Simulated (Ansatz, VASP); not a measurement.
## One calculation of SnO2, two programs

```
Sn O
1.0
     4.82770    0.00000    0.00000
     0.00000    4.82770    0.00000
     0.00000    0.00000    3.49703
Sn O
2 4
Direct
  0.00000 0.00000 0.00000
  0.50000 0.50000 0.50000
  0.30661 0.30661 0.00000
  0.19339 0.80661 0.50000
  0.69339 0.69339 0.00000
  0.80661 0.19339 0.50000
```

Change from the starting cell: strain +0.000 along x and y, +0.080 along z, atoms carried along.

Alike in both runs: task single point; functional PBE; k mesh 6 × 6 × 8; occupations gaussian, width 0.05 eV; no spin polarisation.

```csv
,VASP,Ansatz
version,VASP 6.6.1,Ansatz 0.2.0
potentials or method,"VASP PAW PBE potentials, release 64 (Sn_d, O), cutoff 520 eV","scalar-relativistic, plane waves, PAW"
valence electrons in the cell,52,52
```

Ansatz gave:

```
gap on the k mesh at the Fermi level (eV)                     : 0.11
least direct gap on the mesh (eV)                             : 0.35
pressure (GPa)                                                : -12.8
traceless stress, the component that is largest in VASP (GPa) : -9.21
rms of the force components (eV/Å)                            : 0.066
```

Task: Which values does VASP return?

Result: gap on the k mesh at the Fermi level (eV): 0.11; least direct gap on the mesh (eV): 0.36; pressure (GPa): -12.4; traceless stress, the component that is largest in VASP (GPa): -9.16; rms of the force components (eV/Å): 0.070.

Atom by atom the forces differ by 0.004 eV/Å (rms over components).
